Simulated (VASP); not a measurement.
# BeTe (I-4m2) in VASP: further runs, part 2 of 2

VASP 6.6.1. The steps go on from the part before.

## (3) Single point, PBE (strain -0.015 along x and y, +0.000 along z)

Contents of INCAR:

```
SYSTEM = BeTe
PREC = Accurate
ENCUT = 520
EDIFF = 1E-7
ISMEAR = 0
SIGMA = 0.05
LREAL = .FALSE.
LASPH = .TRUE.
NELM = 100
ALGO = Normal
ISIF = 2
LWAVE = .FALSE.
LCHARG = .FALSE.
GGA = PE
NBANDS = 11
```

Contents of KPOINTS:

```
Automatic mesh
0
G
  8 8 8
  0 0 0
```

Contents of POSCAR:

```
BeTe
1.0
    0.0000000000      2.7284500000      2.7700000000
    2.7284500000      0.0000000000      2.7700000000
    2.7284500000      2.7284500000      0.0000000000
Be Te
1 1
Direct
    0.0000000000      0.0000000000      0.0000000000
    0.7500000000      0.7500000000      0.7500000000
```

Potentials or basis: VASP PAW PBE potentials, release 64 (Be, Te).

Command:

```
$ cat potpaw_PBE.64/Be/POTCAR potpaw_PBE.64/Te/POTCAR > POTCAR
$ mpirun -np 1 vasp_std > vasp.out
```

OUTCAR:

```text
SYSTEM = BeTe
   PREC = Accurate
   ENCUT = 520
   EDIFF = 1E-7
   ISMEAR = 0
   LREAL = .FALSE.
   LASPH = .TRUE.
   NELM = 100
   ISIF = 2
   GGA = PE

 ion  position               nearest neighbor table
   1  0.000  0.000  0.000-   2 2.37   2 2.37   2 2.37   2 2.37
   2  0.750  0.750  0.750-   1 2.37   1 2.37   1 2.37   1 2.37

  LATTYP: Found a body centered tetragonal cell.
 ALAT       =     3.8586109943
 C/A-ratio  =     1.4357498095

  Lattice vectors:

 A1 = (  -2.7284500000,   0.0000000000,   2.7700000000)
 A2 = (   2.7284500000,   0.0000000000,   2.7700000000)
 A3 = (   0.0000000000,   2.7284500000,  -2.7700000000)

Analysis of symmetry for initial positions (statically):
=====================================================================
 Subroutine PRICEL returns:
 Original cell was already a primitive cell.

 Routine SETGRP: Setting up the symmetry group for a
 body centered tetragonal supercell.

 Subroutine GETGRP returns: Found  8 space group operations
 (whereof  8 operations were pure point group operations)
 out of a pool of 16 trial point group operations.

The static configuration has the point symmetry D_2d.

Analysis of symmetry for dynamics (positions and initial velocities):
[... 164 lines left out ...]
 fundamental gap:      1.6973300432
 Fermi energy:         6.3412918444

 k-point     1 :       0.0000    0.0000    0.0000
  band No.  band energies     occupation
      1      -6.8257      2.00000
      2       5.9665      2.00000
      3       6.0572      2.00000
      4       6.0572      2.00000
      5       9.5500      0.00000
      6       9.5500      0.00000
      7       9.5827      0.00000
      8      10.4505      0.00000
      9      14.4533      0.00000
     10      16.2713      0.00000
     11      16.5958      0.00000
[... 309 lines left out ...]
 k-point    24 :       0.3750   -0.0000    0.1250
  band No.  band energies     occupation
      1      -5.6647      2.00000
      2       1.2582      2.00000
      3       4.3579      2.00000
      4       4.4458      2.00000
      5       9.5145      0.00000
      6      10.8724      0.00000
      7      11.5746      0.00000
      8      12.5524      0.00000
      9      15.8625      0.00000
     10      16.7289      0.00000
     11      17.1520      0.00000

 [... further k-points ...]
[... 5 lines left out ...]
  --------------------------------------------------------------------------------------
  -------------------------------------------------------------------------------------
  Total        1.8386799      1.8386799      1.5827114      0.0000000      0.0000000      0.0000000
  in kB       71.4290620     71.4290620     61.4851947      0.0000000      0.0000000      0.0000000
  external PRESSURE =      68.1144395 kB  Pullay stress =       0.0000000 kB

 VOLUME and BASIS-vectors are now :
 -----------------------------------------------------------------------------
  energy-cutoff  :      520.00
  volume of cell :       41.24
      direct lattice vectors                 reciprocal lattice vectors
     0.000000000  2.728450000  2.770000000    -0.183254229  0.183254229  0.180505415
     2.728450000  0.000000000  2.770000000     0.183254229 -0.183254229  0.180505415
     2.728450000  2.728450000  0.000000000     0.183254229  0.183254229 -0.180505415

 POSITION                                       TOTAL-FORCE (eV/Angst)
 -----------------------------------------------------------------------------------
      0.00000      0.00000      0.00000        -0.000000     -0.000000     -0.000000
      4.09267      4.09267      4.15500         0.000000      0.000000      0.000000
 -----------------------------------------------------------------------------------
    total drift:                               -0.000000     -0.000000     -0.000000

  FREE ENERGIE OF THE ION-ELECTRON SYSTEM (eV)
  ---------------------------------------------------
  free  energy   TOTEN  =        -7.5392050984 eV

  energy  without entropy=       -7.5392050984  energy(sigma->0) =       -7.53920510
```

OSZICAR:

```text
N       E                     dE             d eps       ncg     rms          rms(c)
DAV:   1     0.184230680890E+02    0.18423E+02   -0.32289E+03  1298   0.579E+02
DAV:   2    -0.671215328925E+01   -0.25135E+02   -0.23998E+02  1637   0.949E+01
DAV:   3    -0.773204652792E+01   -0.10199E+01   -0.10179E+01  1713   0.198E+01
DAV:   4    -0.774265933084E+01   -0.10613E-01   -0.10612E-01  1557   0.229E+00
DAV:   5    -0.774286413834E+01   -0.20481E-03   -0.20481E-03  1711   0.308E-01    0.467E+00
DAV:   6    -0.758297586959E+01    0.15989E+00   -0.20163E-01  1548   0.188E+00    0.277E+00
DAV:   7    -0.753850582132E+01    0.44470E-01   -0.14067E-01  1579   0.166E+00    0.613E-01
DAV:   8    -0.753888517068E+01   -0.37935E-03   -0.78429E-03  1472   0.522E-01    0.992E-02
DAV:   9    -0.753913960285E+01   -0.25443E-03   -0.39596E-04  1566   0.118E-01    0.390E-02
DAV:  10    -0.753920224847E+01   -0.62646E-04   -0.84060E-05  1458   0.481E-02    0.190E-02
DAV:  11    -0.753920291672E+01   -0.66825E-06   -0.27516E-06  1688   0.927E-03    0.139E-02
DAV:  12    -0.753920475726E+01   -0.18405E-05   -0.45901E-06  1409   0.128E-02    0.104E-02
DAV:  13    -0.753920489450E+01   -0.13724E-06   -0.46832E-08  1612   0.146E-03    0.347E-03
DAV:  14    -0.753920504519E+01   -0.15069E-06   -0.92710E-09   844   0.536E-04    0.613E-04
DAV:  15    -0.753920509835E+01   -0.53164E-07   -0.17967E-09   730   0.235E-04
   1 F= -.75392051E+01 E0= -.75392051E+01  d E =-.105589E-17
```

Run time: 39 s. Hardware: 1 thread of AMD EPYC 7R43 (Zen 3), shared host; peak memory 0.15 GiB.

Results:

| Item | Value |
| --- | --- |
| Free energy | -7.5392 eV |
| Pressure | 6.8 GPa |
| Band gap on the k mesh | 1.70 eV, indirect (least direct gap 3.49 eV) |

Caveat: the cell differs from its parent crystal (strain -0.015 along x and y, +0.000 along z); spin-orbit coupling is left out, which moves the levels of the heavy elements. A k mesh can miss the band edges.

## (4) Single point, PBE (strain +0.000 along x and y, -0.015 along z)

Contents of INCAR:

```
SYSTEM = BeTe
ALGO = Normal ; EDIFF = 1E-6
ENCUT = 520 ; GGA = PE
ISIF = 2 ; ISMEAR = 0
LASPH = .True. ; LCHARG = .False.
LREAL = .False. ; LWAVE = .False.
NBANDS = 11 ; NELM = 100
PREC = Accurate ; SIGMA = 0.05
```

Contents of KPOINTS:

```
k-points
0
Gamma
  8 8 8
  0 0 0
```

Contents of POSCAR:

```
BeTe
1.0
    0.0000000000      2.7700000000      2.7284500000
    2.7700000000      0.0000000000      2.7284500000
    2.7700000000      2.7700000000      0.0000000000
Be Te
1 1
Direct
    0.0000000000      0.0000000000      0.0000000000
    0.7500000000      0.7500000000      0.7500000000
```

Command:

```
$ cat potpaw_PBE.64/Be/POTCAR potpaw_PBE.64/Te/POTCAR > POTCAR
$ mpirun -np 1 vasp_std > vasp.out
```

It took 27 s on 1 thread of AMD EPYC 7R43 (Zen 3), shared host; peak memory 0.15 GiB.

The run converged. Its results:

```
Free energy            : -7.5636 eV
Pressure               : 5.6 GPa
Band gap on the k mesh : 1.68 eV, indirect (least direct gap 3.47 eV)
```

Stress tensor (GPa, compression positive):
```
5.30 0.00 0.00
0.00 5.30 0.00
0.00 0.00 6.22
```

Levels at points of the mesh, in eV from the valence-band top:
| k point | band 2 | band 3 | band 4 | band 5 | band 6 | band 7 |
| --- | --- | --- | --- | --- | --- | --- |
| (0.00, 0.00, 0.00) | -0.08 | -0.08 | 0.00 | 3.47 | 3.50 | 3.50 |
| (0.50, 0.00, 0.00) | -6.03 | -1.37 | -1.23 | 3.19 | 4.45 | 4.56 |
| (0.50, 0.50, 0.00) | -5.47 | -3.02 | -3.02 | 1.68 | 2.43 | 10.07 |
| (0.50, 0.00, 0.50) | -5.56 | -2.93 | -2.90 | 1.79 | 2.56 | 10.00 |

Caveat: the cell differs from its parent crystal (strain +0.000 along x and y, -0.015 along z); spin-orbit coupling is left out, which moves the levels of the heavy elements. A k mesh can miss the band edges.

## (5) Single point, PBE (strain +0.000 along x and y, +0.030 along z)

Contents of INCAR:

```
SYSTEM = BeTe
PREC = Accurate
ENCUT = 520
EDIFF = 1E-6
ISMEAR = 0
SIGMA = 0.05
LREAL = .False.
LASPH = .True.
NELM = 60
ALGO = Normal
ISIF = 2
LWAVE = .False.
LCHARG = .False.
GGA = PE
NBANDS = 11
```

Contents of KPOINTS:

```
regular mesh
0
Gamma
  8 8 8
  0 0 0
```

Contents of POSCAR:

```
BeTe
1.0
    0.0000000000      2.7700000000      2.8531000000
    2.7700000000      0.0000000000      2.8531000000
    2.7700000000      2.7700000000      0.0000000000
Be Te
1 1
Direct
    0.0000000000      0.0000000000      0.0000000000
    0.7500000000      0.7500000000      0.7500000000
```

Command:

```
$ cat potpaw_PBE.64/Be/POTCAR potpaw_PBE.64/Te/POTCAR > POTCAR
$ mpirun -np 1 vasp_std > vasp.out
```

Run time: 34 s. Hardware: 1 thread of AMD EPYC 7R43 (Zen 3), shared host; peak memory 0.15 GiB.

It converged, with:

```
Free energy            : -7.6068 eV
Pressure               : 2.4 GPa
Band gap on the k mesh : 1.80 eV, indirect (least direct gap 3.52 eV)
```

Stress tensor (GPa, compression positive):
```
3.03 0.00 0.00
0.00 3.03 0.00
0.00 0.00 1.11
```

Levels at points of the mesh, in eV from the valence-band top:
| k point | band 1 | band 2 | band 3 | band 4 | band 5 | band 6 | band 7 | band 8 |
| --- | --- | --- | --- | --- | --- | --- | --- | --- |
| (0.00, 0.00, 0.00) | -12.49 | -0.17 | 0.00 | 0.00 | 3.52 | 3.52 | 3.58 | 3.90 |
| (0.50, 0.00, 0.00) | -11.09 | -5.72 | -1.35 | -1.09 | 3.04 | 4.47 | 4.62 | 7.76 |
| (0.50, 0.50, 0.00) | -10.66 | -5.39 | -2.64 | -2.64 | 2.01 | 2.75 | 9.75 | 9.75 |
| (0.50, 0.00, 0.50) | -10.54 | -5.22 | -2.87 | -2.81 | 1.80 | 2.50 | 9.68 | 9.82 |

Caveat: the cell differs from its parent crystal (strain +0.000 along x and y, +0.030 along z); spin-orbit coupling is left out, which moves the levels of the heavy elements.

## (6) Single point, PBE (strain +0.030 along x and y, +0.000 along z)

Contents of INCAR:

```
ALGO     = Normal         # electronic algorithm
EDIFF    = 1E-6           # SCF threshold, eV
ENCUT    = 520            # plane-wave cutoff, eV
GGA      = PE             # functional
ISIF     = 2              # what is computed and relaxed
ISMEAR   = 0              # smearing method
LASPH    = T              # aspherical terms in the spheres
LCHARG   = T              # write CHGCAR
LELF     = T              # ELF
LREAL    = F              # projectors in reciprocal space
LVHAR    = T            
LWAVE    = F              # write WAVECAR
NBANDS   = 11             # bands
NELM     = 60             # most SCF steps
PREC     = Accurate       # precision mode
SIGMA    = 0.05           # smearing width, eV
```

Contents of KPOINTS:

```
k-points
0
Gamma
  8 8 8
```

Contents of POSCAR:

```
BeTe
1.0
    0.0000000000      2.8531000000      2.7700000000
    2.8531000000      0.0000000000      2.7700000000
    2.8531000000      2.8531000000      0.0000000000
Be Te
1 1
Direct
    0.0000000000      0.0000000000      0.0000000000
    0.7500000000      0.7500000000      0.7500000000
```

Potentials or basis: VASP PAW PBE potentials, release 64 (Be, Te).

Command:

```
$ cat potpaw_PBE.64/Be/POTCAR potpaw_PBE.64/Te/POTCAR > POTCAR
$ mpirun -np 1 vasp_std > vasp.out
```

It took 34 s on 1 thread of AMD EPYC 7R43 (Zen 3), shared host; peak memory 0.15 GiB.

The run converged. Its results:

- Free energy: -7.6190 eV
- Pressure: 0.5 GPa
- Band gap on the k mesh: 1.77 eV, indirect (least direct gap 3.48 eV)

Stress tensor (GPa, compression positive):
```
-0.01  0.00  0.00
 0.00 -0.01  0.00
 0.00  0.00  1.67
```

Levels at points of the mesh, in eV from the valence-band top:
```tsv
k point	band 2	band 3	band 4	band 5	band 6	band 7
(0.00, 0.00, 0.00)	-0.15	-0.15	0.00	3.48	3.54	3.54
(0.50, 0.00, 0.00)	-5.58	-1.34	-1.09	2.92	4.40	4.62
(0.50, 0.50, 0.00)	-5.05	-2.84	-2.84	1.77	2.42	9.57
(0.50, 0.00, 0.50)	-5.22	-2.66	-2.61	1.97	2.66	9.44
```

Caveat: the cell differs from its parent crystal (strain +0.030 along x and y, +0.000 along z); spin-orbit coupling is left out, which moves the levels of the heavy elements. A k mesh can miss the band edges.

## (7) Overview

| cell | gap on the mesh (eV) | pressure (GPa) |
| --- | --- | --- |
| a = 3.889, b = 3.889, c = 3.800 Å, angles 60.8, 60.8, 58.5°, 2 atoms | 1.51 | 8.1 |
| a = 3.888, b = 3.888, c = 3.859 Å, angles 60.3, 60.3, 59.5°, 2 atoms | 1.70 | 6.8 |
| a = 3.888, b = 3.888, c = 3.917 Å, angles 59.8, 59.8, 60.5°, 2 atoms | 1.68 | 5.6 |
| a = 3.977, b = 3.977, c = 3.917 Å, angles 60.5, 60.5, 59.0°, 2 atoms | 1.80 | 2.4 |
| a = 3.977, b = 3.977, c = 4.035 Å, angles 59.5, 59.5, 61.0°, 2 atoms | 1.77 | 0.5 |

Alike in all rows: task single point; level PBE; potentials or basis VASP PAW PBE potentials, release 64 (Be, Te); no spin polarisation; k mesh 8 × 8 × 8; cutoff (eV) 520; smearing gaussian 0.05 eV.

Caveats: spin-orbit coupling is left out, which moves the levels of the heavy elements.

Absolute energies hang on the potentials; compare differences alone.
